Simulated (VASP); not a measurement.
# Si in VASP: single point with PBE+D3(BJ)

Aim: the single point of Si with PBE+D3(BJ).

Program: VASP 6.6.1. These are calculated values, not measurements. Logs are shortened: lines on timing, memory, paths and dates and some standing lists are left out, and cuts for length are marked.

### Step 1. The cell of the first run

The cell holds a slab with vacuum, 2 atoms: a = 3.854 Å, b = 3.854 Å, c = 28.000 Å, α = 90.00°, β = 90.00°, γ = 120.00°.

### Step 2. Single point, PBE+D3(BJ)

Contents of INCAR:

```
PREC = Accurate
ENCUT = 520
EDIFF = 1E-7
ISMEAR = 0
SIGMA = 0.1
LREAL = F
LASPH = T
NELM = 100
ALGO = Normal
ISIF = 2
LWAVE = F
LCHARG = T
LDIPOL = T
IDIPOL = 3
DIPOL = 0.5 0.5 0.500
GGA = PE
IVDW = 12
LELF = T
LVHAR = T
LVACPOTAV = T
NBANDS = 11
```

Contents of KPOINTS:

```
Automatic mesh
0
Gamma
  15 15 1
```

Contents of POSCAR:

```
Si
1.0
    3.8540000000      0.0000000000      0.0000000000
   -1.9270000000      3.3376619062      0.0000000000
    0.0000000000      0.0000000000     28.0000000000
Si
2
Direct
    0.3333333333      0.6666666667      0.5000000000
    0.6666666667      0.3333333333      0.5000000000
```

Potentials or basis: VASP PAW PBE potentials, release 64 (Si).

Run with:

```console
> cat potpaw_PBE.64/Si/POTCAR > POTCAR
> mpirun -np 1 vasp_std > vasp.out
```

OUTCAR:

```text
PREC = Accurate
   ENCUT = 520
   EDIFF = 1E-7
   ISMEAR = 0
   LREAL = F
   LASPH = T
   NELM = 100
   ISIF = 2
   GGA = PE
   IVDW = 12
 IVDW          = 12

 ion  position               nearest neighbor table
   1  0.333  0.667  0.500-   2 2.23   2 2.23   2 2.23
   2  0.667  0.333  0.500-   1 2.23   1 2.23   1 2.23

  LATTYP: Found a hexagonal cell.
 ALAT       =     3.8540000000
 C/A-ratio  =     7.2651790348

  Lattice vectors:

 A1 = (   3.8540000000,   0.0000000000,   0.0000000000)
 A2 = (  -1.9270000000,   3.3376619062,   0.0000000000)
 A3 = (   0.0000000000,   0.0000000000,  28.0000000000)

Analysis of symmetry for initial positions (statically):
=====================================================================
 Subroutine PRICEL returns:
 Original cell was already a primitive cell.

 Routine SETGRP: Setting up the symmetry group for a
 hexagonal supercell.

 Subroutine GETGRP returns: Found 24 space group operations
 (whereof 24 operations were pure point group operations)
 out of a pool of 24 trial point group operations.

The static configuration has the point symmetry D_6h.

Analysis of symmetry for dynamics (positions and initial velocities):
=====================================================================
 Subroutine PRICEL returns:
 Original cell was already a primitive cell.

 Routine SETGRP: Setting up the symmetry group for a
 hexagonal supercell.

 Subroutine GETGRP returns: Found 24 space group operations
 (whereof 24 operations were pure point group operations)
 out of a pool of 24 trial point group operations.

The dynamic configuration has the point symmetry D_6h.

 Subroutine INISYM returns: Found 24 space group operations
 (whereof 24 operations are pure point group operations),
 and found     1 'primitive' translations

----------------------------------------------------------------------------------------

                                     Primitive cell

  volume of cell :     360.1738

  direct lattice vectors                    reciprocal lattice vectors
     3.854000000  0.000000000  0.000000000     0.259470680  0.149805467  0.000000000
    -1.927000000  3.337661906  0.000000000     0.000000000  0.299610934  0.000000000
     0.000000000  0.000000000 28.000000000     0.000000000  0.000000000  0.035714286

  length of vectors
     3.854000000  3.854000000 28.000000000     0.299610934  0.299610934  0.035714286

  position of ions in fractional coordinates (direct lattice)
     0.333333333  0.666666667  0.500000000
     0.666666667  0.333333333  0.500000000

  ion indices of the primitive-cell ions
   primitive index   ion index
                 1           1
                 2           2

----------------------------------------------------------------------------------------

 KPOINTS: Automatic mesh

Automatic generation of k-mesh.
 Grid dimensions read from file:
 generate k-points for:   15   15    1

 Generating k-lattice:

  Cartesian coordinates                     Fractional coordinates (reciprocal lattice)
     0.017298045  0.009987031  0.000000000     0.066666667  0.000000000  0.000000000
     0.000000000  0.019974062  0.000000000     0.000000000  0.066666667  0.000000000
     0.000000000  0.000000000  0.035714286     0.000000000  0.000000000  1.000000000

  Length of vectors
     0.019974062  0.019974062  0.035714286

  Shift w.r.t. Gamma in fractional coordinates (k-lattice)
     0.000000000  0.000000000  0.000000000

 Subroutine IBZKPT returns following result:
 ===========================================

 Found     27 irreducible k-points:

 Following reciprocal coordinates:
            Coordinates               Weight
  0.000000  0.000000  0.000000      1.000000
  0.066667  0.000000  0.000000      6.000000
  0.133333  0.000000  0.000000      6.000000
  0.200000  0.000000  0.000000      6.000000
  0.266667  0.000000  0.000000      6.000000
  0.333333  0.000000  0.000000      6.000000
[... 16 lines left out ...]
  0.333333  0.200000  0.000000     12.000000
  0.400000  0.200000  0.000000      6.000000
 [... further k-points ...]
   k-points           NKPTS =     27   k-points in BZ     NKDIM =     27   number of bands    NBANDS=     11
   number of dos      NEDOS =    301   number of ions     NIONS =      2
   total plane-waves  NPLWV = 189000
   dimension x,y,z NGX =    30 NGY =   30 NGZ =  210
   dimension x,y,z NGXF=    60 NGYF=   60 NGZF=  420
   ions per type =               2
   NGX,Y,Z   is equivalent  to a cutoff of  12.94, 12.94, 12.47 a.u.
   NGXF,Y,Z  is equivalent  to a cutoff of  25.88, 25.88, 24.94 a.u.
 SYSTEM =  unknown system
   PREC   = accura    normal or accurate (medium, high low for compatibility)
   ISTART =      0    job   : 0-new  1-cont  2-samecut
   ICHARG =      2    charge: 1-file 2-atom 10-const
   ISPIN  =      1    spin polarized calculation?
   LNONCOLLINEAR =      F non collinear calculations
   LSORBIT =      F    spin-orbit coupling
   LASPH  =      T    aspherical Exc in radial PAW
   ENCUT  =  520.0 eV  38.22 Ry    6.18 a.u.   7.17  7.17 52.06*2*pi/ulx,y,z
   NELM   =    100;   NELMIN=  2; NELMDL= -5     # of ELM steps
   EDIFF  = 0.1E-06   stopping-criterion for ELM
   LREAL  =      F    real-space projection
   EDIFFG = 0.1E-05   stopping-criterion for IOM
   NSW    =      0    number of steps for IOM
   IBRION =     -1    ionic relax: 0-MD 1-quasi-New 2-CG
   NFREE  =      0    steps in history (QN), initial steepest desc. (CG)
   ISIF   =      2    stress and relaxation
   ISYM   =      2    0-nonsym 1-usesym 2-fastsym
   POTIM  = 0.5000    time-step for ionic-motion
   TEBEG  =    0.0;   TEEND  =   0.0 temperature during run
   PSTRESS=    0.0 pullay stress
   NELECT =       8.0000    total number of electrons
   NUPDOWN=      -1.0000    fix difference up-down
   EMIN   =  10.00;   EMAX   =-10.00  energy-range for DOS
   EFERMI =   0.00;   METHOD = LEGACY
   ISMEAR =     0;   SIGMA  =   0.10  broadening in eV -4-tet -1-fermi 0-gaus
   EFERMI_NEDOS =   21; number of points for ismear=-14 and -15
   IALGO  =     38    algorithm
   IMIX   =      4    mixing-type and parameters
     AMIX     =   0.40;   BMIX     =  1.00
     AMIX_MAG =   1.60;   BMIX_MAG =  1.00
  volume/ion in A,a.u.               =     180.09      1215.29
  Fermi-wavevector in a.u.,A,eV,Ry     =   0.460187  0.869627  2.881331  0.211772
  Thomas-Fermi vector in A             =   1.446508
   LORBIT       =      0    0 simple, 1 ext, 2 COOP (PROOUT), +10 PAW based schemes
   GGA     = PE    functional components
   LHFCALC =     F    Hartree Fock is set to
   AEXX    =    0.0000 exact exchange contribution
   IVDW    =    12    specifies the selected vdW correction
   LEPSILON=     F    determine dielectric tensor
   LRPA    =     F    only Hartree local field effects (RPA)
 non-spin polarized calculation
 Gauss-broadening in eV      SIGMA  =   0.10
  energy-cutoff  :      520.00
  volume of cell :      360.17
 maximum number of plane-waves:      9753
 NGX is ok and might be reduce to    30
   NGX = 15   NGY = 15   NGZ =105

 dipolmoment           0.000000      0.000000      0.000000 electrons x Angstroem

 number of electron       8.0000001 magnetization

 dipolmoment           0.000000      0.000000     -0.000000 electrons x Angstroem

 Free energy of the ion-electron system (eV)
  ---------------------------------------------------
  ext. energy  EPLUGINS =         0.00000000
  ---------------------------------------------------
  free energy    TOTEN  =        -9.51425122 eV

  energy without entropy =       -9.51324822  energy(sigma->0) =       -9.51374972

 E-fermi :  -3.3704     XC(G=0):  -1.5287

 val. band max:       -3.3704394051   @ k =   0.3333   0.3333   0.0000
 cond. band min:      -3.3704394026   @ k =   0.3333   0.3333   0.0000
 fundamental gap:      0.0000000025
 Fermi energy:        -3.3704394037

 k-point     1 :       0.0000    0.0000    0.0000
  band No.  band energies     occupation
      1     -14.8878      2.00000
      2      -6.5528      2.00000
      3      -5.1530      2.00000
      4      -5.1530      2.00000
      5      -1.6890      0.00000
      6      -0.7676      0.00000
      7      -0.7676      0.00000
      8      -0.3076      0.00000
      9       0.9444      0.00000
     10       1.2408      0.00000
     11       1.6747      0.00000

 k-point     2 :       0.0667    0.0000    0.0000
  band No.  band energies     occupation
      1     -14.8355      2.00000
      2      -6.5019      2.00000
      3      -5.5570      2.00000
      4      -5.2447      2.00000
      5      -1.4061      0.00000
      6      -0.7397      0.00000
      7      -0.5718      0.00000
      8      -0.2497      0.00000
      9       1.0029      0.00000
     10       1.3008      0.00000
     11       1.7340      0.00000

 k-point     3 :       0.1333    0.0000    0.0000
  band No.  band energies     occupation
      1     -14.6793      2.00000
      2      -6.4401      2.00000
      3      -6.3498      2.00000
      4      -5.4747      2.00000
      5      -1.4178      0.00000
      6      -0.0770      0.00000
      7      -0.0632      0.00000
      8      -0.0295      0.00000
      9       1.1770      0.00000
     10       1.4806      0.00000
     11       1.7518      0.00000
[... 267 lines left out ...]
 k-point    23 :       0.3333    0.2000    0.0000
  band No.  band energies     occupation
      1     -12.5597      2.00000
      2     -10.7225      2.00000
      3      -7.7453      2.00000
      4      -4.2914      2.00000
      5      -2.4886      0.00000
      6      -0.3187      0.00000
      7       1.3716      0.00000
      8       2.3055      0.00000
      9       2.4368      0.00000
     10       3.9038      0.00000
     11       4.1649      0.00000

 k-point    24 :       0.4000    0.2000    0.0000
  band No.  band energies     occupation
      1     -12.2680      2.00000
      2     -11.0723      2.00000
      3      -7.8210      2.00000
      4      -4.0133      2.00000
      5      -2.8212      0.00000
      6      -0.3603      0.00000
      7       1.2792      0.00000
      8       2.7354      0.00000
      9       3.0510      0.00000
     10       4.3628      0.00000
     11       4.4927      0.00000

 [... further k-points ...]

------------------------ aborting loop because EDIFF is reached ----------------------------------------

 vacuum level on the upper side and lower side of the slab       (xc-potential included)        -0.092        -0.092

 Edisp (eV)   -0.38029

 E8    (eV) :    -0.1692

  FORCE on cell =-STRESS in cart. coord.  units (eV):
  Direction    XX          YY          ZZ          XY          YZ          ZX
  --------------------------------------------------------------------------------------
  -------------------------------------------------------------------------------------
  Total       0.86117     0.86117    -0.00405     0.00000     0.00000     0.00000
  in kB       3.83078     3.83078    -0.01802     0.00000     0.00000     0.00000
  external pressure =        2.55 kB  Pullay stress =        0.00 kB

 VOLUME and BASIS-vectors are now :
 -----------------------------------------------------------------------------
  energy-cutoff  :      520.00
  volume of cell :      360.17
      direct lattice vectors                 reciprocal lattice vectors
     3.854000000  0.000000000  0.000000000     0.259470680  0.149805467  0.000000000
    -1.927000000  3.337661906  0.000000000     0.000000000  0.299610934  0.000000000
     0.000000000  0.000000000 28.000000000     0.000000000  0.000000000  0.035714286

 POSITION                                       TOTAL-FORCE (eV/Angst)
 -----------------------------------------------------------------------------------
     -0.00000      2.22511     14.00000         0.000000      0.000000      0.000000
      1.92700      1.11255     14.00000        -0.000000      0.000000      0.000000
 -----------------------------------------------------------------------------------
    total drift:                                0.000000     -0.000000     -0.000000

  FREE ENERGIE OF THE ION-ELECTRON SYSTEM (eV)
  ---------------------------------------------------
  free  energy   TOTEN  =        -9.8945362910 eV

  energy  without entropy=       -9.8935332873  energy(sigma->0) =       -9.89403479

 vacuum level on the upper side and lower side of the slab         1.205         1.205
```

Run time: 2.5 min. Hardware: 1 thread of AMD EPYC 7R13 (Zen 3), shared host; peak memory 0.44 GiB.

Results:

| Quantity | Value |
| --- | --- |
| Free energy | -9.8945 eV |
| Band gap on the k mesh | zero (filled and empty bands touch) |
| Dispersion energy per atom | -0.190 eV |
| Work function of the upper face | 4.58 eV |
| Work function of the lower face | 4.58 eV |
